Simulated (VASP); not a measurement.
# H6C2O in VASP: further runs, part 2 of 3

VASP 6.6.1.

## Step 3: Single point, r2SCAN

The input, POSCAR:

```
H6C2O
1.0
    7.2936330000      0.0000000000      0.0000000000
    0.0000000000      7.2936330000      0.0000000000
    0.0000000000      0.0000000000      7.2936330000
C O H
8 4 24
Direct
    0.3480158653      0.1295513498      0.3564204560
    0.3872555693      0.2982327189      0.4666261656
    0.7630902186      0.8404042265      0.8350433865
    0.6215969463      0.9851331977      0.8780809235
    0.8450109842      0.1373663852      0.4097957767
    0.8549100291      0.2678500550      0.2464341159
    0.3065961778      0.5246493757     -0.0518671559
    0.2933106176      0.6694606104      0.1012389847
    0.2104438213      0.3842529505      0.5066473731
    0.4556714055      0.9552166938      0.7772806775
    0.9814724706      0.1949645670      0.1164028955
    0.1990366118      0.8243491275      0.0233902638
    0.2295838027      0.4733991963      0.5929143953
    0.4566996996      0.2621738714      0.6007705625
    0.4864516764      0.3956464494      0.3950706047
    0.4803778858      0.0860750740      0.2970124765
    0.2788459469      0.0174810002      0.4381904052
    0.2483124665      0.1617575219      0.2454332429
    0.3594642067      0.9069005803      0.8528945726
    0.5946419295      0.9951007954      1.0308580100
    0.6682814998      1.1231028487      0.8499193749
    0.8869242530      0.8499056643      0.9183900534
    0.7070824649      0.6998706954      0.8657551045
    0.7925268518      0.8336586170      0.6880795894
    0.9694071528      0.2660813891      0.0042228612
    0.7158983733      0.2866884034      0.1815419010
    0.8969192719      0.4060253649      0.2938453306
    0.7320768676      0.1841880446      0.4992025236
    0.8089247156     -0.0071980589      0.3696648844
    0.9708467646      0.1356525616      0.4860814905
    0.1402867405      0.9014986084      0.1176916908
    0.2275135039      0.6210896545      0.2330114498
    0.4322811416      0.7138554956      0.1433030700
    0.3731062421      0.3991289389     -0.0126000307
    0.1740422091      0.4880146835     -0.1081079895
    0.3685817479      0.5930515012     -0.1692709244
```

The input, INCAR.step1:

```
SYSTEM = H6C2O
PREC     = Accurate       ! precision mode
ENCUT    = 520            ! plane-wave cutoff, eV
ISMEAR   = -1             ! smearing method
SIGMA    = 0.02           ! smearing width, eV
LREAL    = Auto         
LASPH    = .True.         ! aspherical terms in the spheres
NELM     = 60             ! most SCF steps
NBANDS   = 64             ! bands
GGA      = PE             ! functional
ALGO     = Normal         ! electronic algorithm
EDIFF    = 1E-4           ! SCF threshold, eV
LWAVE    = .True.         ! write WAVECAR
LCHARG   = .False.        ! write CHGCAR
```

The input, INCAR.step2:

```
SYSTEM = H6C2O
PREC     = Accurate       ! precision mode
ENCUT    = 520            ! plane-wave cutoff, eV
EDIFF    = 1E-7           ! SCF threshold, eV
ISMEAR   = -1             ! smearing method
SIGMA    = 0.02           ! smearing width, eV
LREAL    = Auto         
LASPH    = .True.         ! aspherical terms in the spheres
NELM     = 60             ! most SCF steps
ALGO     = Normal         ! electronic algorithm
ISIF     = 2              ! what is computed and relaxed
LWAVE    = .False.        ! write WAVECAR
LCHARG   = .False.        ! write CHGCAR
METAGGA  = R2SCAN         ! meta-GGA
LMIXTAU  = .True.       
NBANDS   = 64             ! bands
ISTART   = 1
```

The input, KPOINTS:

```
Automatic mesh
0
Gamma
  1 1 1
  0 0 0
```

Potentials or basis: VASP PAW PBE potentials, release 64 (C, O, H).

On the command line:

```sh
$ cat potpaw_PBE.64/C/POTCAR potpaw_PBE.64/O/POTCAR potpaw_PBE.64/H/POTCAR > POTCAR
$ cp INCAR.step1 INCAR
$ mpirun -np 1 vasp_gam > vasp.out
$ cp INCAR.step2 INCAR
$ mpirun -np 1 vasp_gam > vasp.out
```

OUTCAR:

```text
SYSTEM = H6C2O
   PREC = Accurate
   ENCUT = 520
   EDIFF = 1E-7
   ISMEAR = -1
   LREAL = Auto
   LASPH = .True.
   NELM = 60
   ISIF = 2
   METAGGA = R2SCAN
   ISTART = 1

 ion  position               nearest neighbor table
   1  0.348  0.130  0.356-  16 1.10  18 1.11  17 1.13   2 1.50
   2  0.387  0.298  0.467-  14 1.13  15 1.14   9 1.46   1 1.50
   3  0.763  0.840  0.835-  22 1.09  24 1.09  23 1.13   4 1.51
   4  0.622  0.985  0.878-  21 1.08  20 1.13  10 1.43   3 1.51
   5  0.845  0.137  0.410-  30 1.07  28 1.10  29 1.13   6 1.53
   6  0.855  0.268  0.246-  27 1.11  26 1.13  11 1.43   5 1.53
   7  0.307  0.525  0.948-  34 1.07  35 1.08  36 1.09   8 1.54
   8  0.293  0.669  0.101-  33 1.11  32 1.13  12 1.44   7 1.54
   9  0.210  0.384  0.507-  13 0.92   2 1.46
  10  0.456  0.955  0.777-  19 0.96   4 1.43
  11  0.981  0.195  0.116-  25 0.97   6 1.43
  12  0.199  0.824  0.023-  31 0.99   8 1.44
  13  0.230  0.473  0.593-   9 0.92
  14  0.457  0.262  0.601-   2 1.13
  15  0.486  0.396  0.395-   2 1.14
  16  0.480  0.086  0.297-   1 1.10
  17  0.279  0.017  0.438-   1 1.13
[... 17 lines left out ...]
  35  0.174  0.488  0.892-   7 1.08
  36  0.369  0.593  0.831-   7 1.09

  LATTYP: Found a simple cubic cell.
 ALAT       =     7.2936330000

  Lattice vectors:

 A1 = (   7.2936330000,   0.0000000000,   0.0000000000)
 A2 = (   0.0000000000,   7.2936330000,   0.0000000000)
 A3 = (   0.0000000000,   0.0000000000,   7.2936330000)

Analysis of symmetry for initial positions (statically):
=====================================================================
 Subroutine PRICEL returns:
 Original cell was already a primitive cell.

 Routine SETGRP: Setting up the symmetry group for a
 simple cubic supercell.

 Subroutine GETGRP returns: Found  1 space group operations
 (whereof  1 operations were pure point group operations)
 out of a pool of 48 trial point group operations.

The static configuration has the point symmetry C_1 .

Analysis of symmetry for dynamics (positions and initial velocities):
=====================================================================
 Subroutine PRICEL returns:
 Original cell was already a primitive cell.

 Routine SETGRP: Setting up the symmetry group for a
 simple cubic supercell.

 Subroutine GETGRP returns: Found  1 space group operations
 (whereof  1 operations were pure point group operations)
 out of a pool of 48 trial point group operations.

The dynamic configuration has the point symmetry C_1 .

 Subroutine INISYM returns: Found  1 space group operations
 (whereof  1 operations are pure point group operations),
 and found     1 'primitive' translations

----------------------------------------------------------------------------------------

                                     Primitive cell

  volume of cell :     388.0000

  direct lattice vectors                    reciprocal lattice vectors
     7.293633000  0.000000000  0.000000000     0.137105884  0.000000000  0.000000000
     0.000000000  7.293633000  0.000000000     0.000000000  0.137105884  0.000000000
     0.000000000  0.000000000  7.293633000     0.000000000  0.000000000  0.137105884

  length of vectors
[... 101 lines left out ...]
 ===========================================

 Found      1 irreducible k-points:

 Following reciprocal coordinates:
            Coordinates               Weight
  0.000000  0.000000  0.000000      1.000000
   k-points           NKPTS =      1   k-points in BZ     NKDIM =      1   number of bands    NBANDS=     64
   number of dos      NEDOS =    301   number of ions     NIONS =     36
   total plane-waves  NPLWV = 157464
   dimension x,y,z NGX =    54 NGY =   54 NGZ =   54
   dimension x,y,z NGXF=   108 NGYF=  108 NGZF=  108
   ions per type =               8   4  24
   NGX,Y,Z   is equivalent  to a cutoff of  12.31, 12.31, 12.31 a.u.
   NGXF,Y,Z  is equivalent  to a cutoff of  24.62, 24.62, 24.62 a.u.
 SYSTEM =  H6C2O
   PREC   = accura    normal or accurate (medium, high low for compatibility)
   ISTART =      1    job   : 0-new  1-cont  2-samecut
[... 16 lines left out ...]
   TEBEG  =    0.0;   TEEND  =   0.0 temperature during run
   PSTRESS=    0.0 pullay stress
   NELECT =      80.0000    total number of electrons
   NUPDOWN=      -1.0000    fix difference up-down
   EMIN   =  10.00;   EMAX   =-10.00  energy-range for DOS
   EFERMI =   0.00;   METHOD = LEGACY
   ISMEAR =    -1;   SIGMA  =   0.02  broadening in eV -4-tet -1-fermi 0-gaus
   EFERMI_NEDOS =   21; number of points for ismear=-14 and -15
   IALGO  =     38    algorithm
   IMIX   =      4    mixing-type and parameters
     AMIX     =   0.40;   BMIX     =  1.00
     AMIX_MAG =   1.60;   BMIX_MAG =  1.00
  volume/ion in A,a.u.               =      10.78        72.73
  Fermi-wavevector in a.u.,A,eV,Ry     =   0.967151  1.827650 12.726630  0.935381
  Thomas-Fermi vector in A             =   2.097013
   LORBIT       =      0    0 simple, 1 ext, 2 COOP (PROOUT), +10 PAW based schemes
   METAGGA = R2SCAN    functional components
   LHFCALC =     F    Hartree Fock is set to
   AEXX    =    0.0000 exact exchange contribution
   IVDW    =     0    specifies the selected vdW correction
   LEPSILON=     F    determine dielectric tensor
   LRPA    =     F    only Hartree local field effects (RPA)
 non-spin polarized calculation
  energy-cutoff  :      520.00
  volume of cell :      388.00
 maximum number of plane-waves:      5198
 NGX is ok and might be reduce to    54
   NGX = 27   NGY = 27   NGZ = 27

 number of electron      79.9999996 magnetization

 Free energy of the ion-electron system (eV)
  ---------------------------------------------------
  ext. energy  EPLUGINS =         0.00000000
  ---------------------------------------------------
  free energy    TOTEN  =      -198.68537540 eV

  energy without entropy =     -198.68537540  energy(sigma->0) =     -198.68537540

 E-fermi :  -2.6467     XC(G=0):  -6.6694

 val. band max:       -3.2174394779   @ k =   0.0000   0.0000   0.0000
 cond. band min:       2.1351811120   @ k =   0.0000   0.0000   0.0000
 fundamental gap:      5.3526205899
 Fermi energy:        -2.6467379845

 k-point     1 :       0.0000    0.0000    0.0000
  band No.  band energies     occupation
      1     -24.0918      2.00000
      2     -23.9982      2.00000
      3     -23.8337      2.00000
      4     -23.1608      2.00000
      5     -16.6421      2.00000
      6     -16.5232      2.00000
[... 44 lines left out ...]
     51       5.6303      0.00000
     52       5.7068      0.00000
 [bands above 52 left out]

------------------------ aborting loop because EDIFF is reached ----------------------------------------

  FORCE on cell =-STRESS in cart. coord.  units (eV):
  Direction    XX          YY          ZZ          XY          YZ          ZX
  --------------------------------------------------------------------------------------
  -------------------------------------------------------------------------------------
  Total       -2.1745648     -4.2803115     -3.6318901      0.2273459      1.1010902      0.0499355
  in kB       -8.9794806    -17.6747888    -14.9972475      0.9387846      4.5467573      0.2061997
  external PRESSURE =     -13.8838390 kB  Pullay stress =       0.0000000 kB

 VOLUME and BASIS-vectors are now :
 -----------------------------------------------------------------------------
  energy-cutoff  :      520.00
  volume of cell :      388.00
      direct lattice vectors                 reciprocal lattice vectors
     7.293633000  0.000000000  0.000000000     0.137105884  0.000000000  0.000000000
     0.000000000  7.293633000  0.000000000     0.000000000  0.137105884  0.000000000
     0.000000000  0.000000000  7.293633000     0.000000000  0.000000000  0.137105884

 POSITION                                       TOTAL-FORCE (eV/Angst)
 -----------------------------------------------------------------------------------
      2.53830      0.94490      2.59960        -0.425480     -0.589493     -0.484796
      2.82450      2.17520      3.40340         0.268125      0.589701      1.196465
      5.56570      6.12960      6.09050        -0.385905     -1.351388      0.195174
      4.53370      7.18520      6.40440        -0.822483     -0.288637      1.324428
      6.16320      1.00190      2.98890        -1.227883     -0.307264     -0.445350
      6.23540      1.95360      1.79740        -0.858269      0.030614      0.341530
[... 28 lines left out ...]
      1.26940      3.55940      6.50513        -0.649581     -0.099375      0.409744
      2.68830      4.32550      6.05903         0.722201     -0.133490     -0.006136
 -----------------------------------------------------------------------------------
    total drift:                               -0.024951      0.009800      0.024280

  FREE ENERGIE OF THE ION-ELECTRON SYSTEM (eV)
  ---------------------------------------------------
  free  energy   TOTEN  =      -198.6853754005 eV

  energy  without entropy=     -198.6853754005  energy(sigma->0) =     -198.68537540
```

Run time: 2 min. Hardware: 1 thread of Intel Xeon 6975P-C (Granite Rapids), shared host; peak memory 0.42 GiB.

What came out:

```
Free energy            : -198.6854 eV
Pressure               : -1.4 GPa
Largest force          : 3.136 eV/Å
Band gap on the k mesh : 5.35 eV
```

Forces in eV/Å, atoms in the order of the input:
```
C   -0.425 -0.589 -0.485
C    0.268  0.590  1.196
C   -0.386 -1.351  0.195
C   -0.822 -0.289  1.324
C   -1.228 -0.307 -0.445
C   -0.858  0.031  0.342
C   -0.596  1.053  0.126
C    0.027 -0.407  0.693
O    0.381 -2.160 -2.242
O    0.787  0.438 -0.610
O   -0.107  0.224 -0.589
O   -0.529  0.267  0.655
H    0.441  2.159  2.068
H   -0.544  0.125 -0.845
H   -1.005 -0.552  0.248
H   -0.625 -0.360  0.127
H    0.922  0.782 -0.324
H    0.693  0.065  0.305
H   -0.361 -0.041  0.710
H    0.002 -0.471 -0.912
H    0.370  0.432 -0.579
H    0.078  0.317 -0.299
H    0.045  0.776 -0.004
H    0.232  0.309  0.096
H    0.197 -0.286  0.283
H    0.679 -0.312  0.292
H    0.119 -0.330 -0.071
H    0.467 -0.148 -0.060
H    0.250  0.887 -0.038
H    0.416  0.100  0.255
H    0.540 -0.423 -0.614
H    0.102  0.083 -1.115
H   -0.114 -0.139 -0.217
H    0.513 -0.238  0.128
H   -0.650 -0.099  0.410
H    0.722 -0.133 -0.006
```

Stress tensor (GPa, compression positive):
```
-0.90  0.09  0.02
 0.09 -1.77  0.45
 0.02  0.45 -1.50
```

Levels at points of the mesh, in eV from the valence-band top:
```csv
k point,band 36,band 37,band 38,band 39,band 40,band 41,band 42,band 43,band 44,band 45
"(0.00, 0.00, 0.00)",-1.22,-0.64,-0.51,-0.25,0.00,5.35,6.60,6.75,7.07,7.32
```

Caveat: the k points lie up to 0.86 Å⁻¹ apart; the PAW data sets were made with another functional, which shifts forces and pressure a little.

(Continued in part 3 of 3.)
